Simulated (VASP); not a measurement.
Runs of VASP 6.6.1 on Cu. The structure is that of space group Cmcm (No. 63), or close to it. The cells are those of the table. 

```csv
cell,further INCAR settings,gap on the mesh (eV),pressure (GPa),largest force (eV/Å)
"a = 4.104, b = 4.104, c = 2.468 Å, angles 90.0, 90.0, 149.5°, 2 atoms",ALGO = Fast; EDIFF = 1e-06; NBANDS = 18,none,(a),0.49
"a = 3.686, b = 3.686, c = 2.468 Å, angles 90.0, 90.0, 145.9°, 2 atoms",ALGO = Fast; EDIFF = 1e-06; NBANDS = 18,none,68.2,0.54
"a = 3.706, b = 3.706, c = 2.468 Å, angles 90.0, 90.0, 143.9°, 2 atoms",ALGO = Fast; EDIFF = 1e-06; NBANDS = 18,none,43.7,0.04
"a = 3.895, b = 3.895, c = 2.468 Å, angles 90.0, 90.0, 147.8°, 2 atoms",ALGO = Fast; EDIFF = 1e-07; NBANDS = 18,none,44.8,0.57
```

Alike in all rows: task single point; level PBEsol; potentials or basis VASP PAW PBE potentials, release 64 (Cu); no spin polarisation; k mesh 20 × 20 × 18; cutoff (eV) 520; smearing gaussian 0.15 eV.

Fill in the values left out.

(a) 28.5.

Caveats: the PAW data sets were made with another functional, which shifts forces and pressure a little; the stress differs along the axes, from 8 to 66 GPa (at least some runs); the stress differs along the axes, from 43 to 93 GPa (at least some runs); the stress differs along the axes, from 34 to 55 GPa (at least some runs); the stress differs along the axes, from 21 to 77 GPa (at least some runs).

A gap of «none» marks levels without a gap at the run's occupations.
